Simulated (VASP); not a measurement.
Write the native input for VASP 6.6.1 that does the following.

| Item | Value |
| --- | --- |
| Task | single point |
| Functional | LDA |
| Potentials or basis | VASP PAW LDA potentials, release 64 (Cu, As) |
| Cutoff | 520 eV |
| k mesh | 15 × 15 × 10 |
| Occupations | gaussian, width 0.15 eV |
| Spin | no spin polarisation |
| Dipole correction | no |
| Further INCAR settings | ALGO = Normal; EDIFF = 1e-07; NBANDS = 24 |

The structure of CuAs lies in POSCAR:

```
CuAs
1.0
    3.4928869623      0.0000000000      0.0000000000
   -1.7464434812      3.0249288419      0.0000000000
    0.0000000000      0.0000000000      5.3853331185
Cu As
2 2
Direct
    0.0000000000      0.0000000000      0.5000000000
    0.0000000000      0.0000000000      0.0000000000
    0.6666666667      0.3333333333      0.7500000000
    0.3333333333      0.6666666667      0.2500000000
```

This cell differs from its parent crystal: volume 14.225 Å^3 an atom, c/a of the conventional cell 1.5418.

The input as run:

INCAR

```
SYSTEM = CuAs
PREC     = Accurate       ! precision mode
ENCUT    = 520            ! plane-wave cutoff, eV
EDIFF    = 1E-7           ! SCF threshold, eV
ISMEAR   = 0              ! smearing method
SIGMA    = 0.15           ! smearing width, eV
LREAL    = .False.        ! projectors in reciprocal space
LASPH    = .True.         ! aspherical terms in the spheres
NELM     = 80             ! most SCF steps
ALGO     = Normal         ! electronic algorithm
ISIF     = 2              ! what is computed and relaxed
LWAVE    = .False.        ! write WAVECAR
LCHARG   = .False.        ! write CHGCAR
NBANDS   = 24             ! bands
```

KPOINTS

```
Automatic mesh
0
Gamma
  15 15 10
  0 0 0
```

Potentials or basis: VASP PAW LDA potentials, release 64 (Cu, As).

Command:

```console
$ cat potpaw_LDA.64/Cu/POTCAR potpaw_LDA.64/As/POTCAR > POTCAR
$ mpirun -np 1 vasp_std > vasp.out
```

It gave:

```yaml
Pressure: 9.8 GPa
Band_gap_on_the_k_mesh: zero (band 16 reaches 9.93 eV, above the bottom of band 17 at 7.01 eV)
```

Wall time 2.9 min on 1 thread of AMD EPYC 9R45 96-Core Processor (Zen 5), on a shared host, peak memory 0.27 GiB.
